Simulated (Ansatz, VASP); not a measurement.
**Two plane-wave programs on NiO2**

File INCAR:

```
SYSTEM = NiO2
PREC = Accurate
ENCUT = 520
EDIFF = 1E-7
ISMEAR = 0
SIGMA = 0.05
LREAL = .FALSE.
LASPH = .TRUE.
NELM = 100
ALGO = Normal
ISIF = 2
LWAVE = .FALSE.
LCHARG = .TRUE.
LELF = .TRUE.
LVHAR = .TRUE.
NBANDS = 18
```

Contents of KPOINTS:

```
Automatic mesh
0
G
  12 12 6
  0 0 0
```

POSCAR

```
NiO2
1.0
    2.8475295614      0.0000000000      0.0000000000
   -1.4237647807      2.4660329382      0.0000000000
    0.0000000000      0.0000000000      3.9594898551
Ni O
1 2
Direct
    0.0000000000      0.0000000000      0.5000000000
    0.6666666667      0.3333333333      0.6948483030
    0.3333333333      0.6666666667      0.3051516970
```

Input for Ansatz:

```yaml
crystal:
  lattice:
    - [2.8475295614, 0.0, 0.0]
    - [-1.4237647807, 2.4660329382, 0.0]
    - [0.0, 0.0, 3.9594898551]
  atoms:
    - { symbol: Ni, position: [0.0, 0.0, 0.5] }
    - { symbol: O, position: [0.6666666667, 0.3333333333, 0.694848303] }
    - { symbol: O, position: [0.3333333333, 0.6666666667, 0.305151697] }
basis:
  ecutwfc: 520.0
kpoints:
  mp_grid: { grid: [12, 12, 6] }
hamiltonian:
  xc: lda
  pseudopotentials: { kind: paw }
scf:
  occupations: { method: gaussian, width: 0.05 }
output:
  forces: true
  stress: true
  eigenvalues: true
```

Alike in both runs: task single point; functional LDA; k mesh 12 × 12 × 6; occupations gaussian, width 0.05 eV; no spin polarisation.

|  | VASP | Ansatz |
| --- | --- | --- |
| version | VASP 6.6.1 | Ansatz 0.2.0 |
| potentials or method | VASP PAW LDA potentials, release 64 (Ni, O), cutoff 520 eV | scalar-relativistic, plane waves, PAW |
| valence electrons in the cell | 22 | 30 |

VASP gave:

* gap on the k mesh at the Fermi level (eV): 0.49
* least direct gap on the mesh (eV): 0.95
* pressure (GPa): 11.0
* traceless stress, the component that is largest in VASP (GPa): 7.87
* rms of the force components (eV/Å): 1.035

Problem. What did Ansatz give for the same quantities?

Solution. gap on the k mesh at the Fermi level (eV): 0.52; least direct gap on the mesh (eV): 1.00; pressure (GPa): 9.7; traceless stress, the component that is largest in VASP (GPa): 8.98; rms of the force components (eV/Å): 1.007.

LDA's correlation is that of Perdew and Zunger in VASP and of Perdew and Wang (1992) in Ansatz. Atom by atom the forces differ by 0.027 eV/Å (rms over components). VASP's potentials hold 22 valence electrons a cell and Ansatz's 30, so a difference there can come from the potentials and not from the codes.
